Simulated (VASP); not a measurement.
LiF:

```
CELL_PARAMETERS angstrom
0.00000 2.06848 1.99487
2.06848 0.00000 1.99487
2.06848 2.06848 0.00000
ATOMIC_POSITIONS crystal
Li 0.00000 0.00000 0.00000
F 0.50000 0.50000 0.50000
```

This cell differs from its parent crystal: biaxial xy strain +3.7%.

Base run:

- Program: VASP 6.6.1
- Functional: PBE
- Potentials or basis: VASP PAW PBE potentials, release 64 (Li_sv, F)
- Cutoff: 520 eV
- k mesh: 10 × 10 × 10
- Occupations: fermi-dirac, width 0.02 eV
- Spin: no spin polarisation

Its results: band gap on the k mesh 8.68 eV, direct.

Task: The run is repeated on the same cell with these changes: functional from PBE to r2SCAN; occupations from fermi-dirac, width 0.02 eV to gaussian, width 0.01 eV. What comes out?

Result: Band gap on the k mesh 9.82 eV, direct.

A k mesh can miss the band edges.
